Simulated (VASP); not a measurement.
A run of VASP 6.6.1 is set up as follows.

File INCAR:

```
SYSTEM = FePtRh
  PREC = Accurate
  ENCUT = 600
  EDIFF = 1E-7
  ISMEAR = 0
  SIGMA = 0.0112
  LREAL = .False.
  LASPH = .True.
  NELM = 60
  ALGO = Normal
  ISIF = 3
  LWAVE = .False.
  LCHARG = .False.
  IBRION = 2
  NSW = 60
  EDIFFG = -0.01
```

KPOINTS

```
regular mesh
0
Gamma
  5 5 3
  0 0 0
```

Contents of POSCAR:

```
FePtRh
1.0
    3.4362580000      0.0000000000      0.0000000000
    0.0000000000      3.4362580000      0.0000000000
    0.0000000000      0.0000000000      5.9385090000
Pt Rh Fe
2 2 2
Direct
    0.0000000000      0.0000000000      0.0000000000
    0.5000000000      0.5000000000      0.0000000000
    0.0000000000      0.5000000000      0.7500000000
    0.5000000000      0.0000000000      0.2500000000
    0.0000000000      0.5000000000      0.3570000000
    0.5000000000      0.0000000000      0.6430000000
```

Potentials or basis: VASP PAW LDA potentials, release 64 (Pt, Rh_pv, Fe).

Command:

```sh
$ cat potpaw_LDA.64/Pt/POTCAR potpaw_LDA.64/Rh_pv/POTCAR potpaw_LDA.64/Fe/POTCAR > POTCAR
$ mpirun -np 1 vasp_std > vasp.out
```

(1) Predict the relaxed volume.

(2) What does it give for the band gap on the k mesh?

(3) Estimate the space group after relaxing (to 0.1 Å).

(4) What does it give for the relaxed cell?

Answers

(1) 13.44 Å³/atom.

(2) zero (bands 33 and 34 overlap by 0.87 eV).

(3) P4/nmm (No. 129).

(4) a = 3.670 Å, b = 3.670 Å, c = 5.990 Å, α = 90.00°, β = 90.00°, γ = 90.00°.

Caveat: the k points lie up to 0.35 Å⁻¹ apart in the final cell, too coarse for converged energies and pressures of a metal; the volume moved by over 15 % at a fixed basis, so the end points are rough; spin-orbit coupling is left out, which moves the levels of the heavy elements; the run has no spin polarisation, though such a crystal can be magnetic.
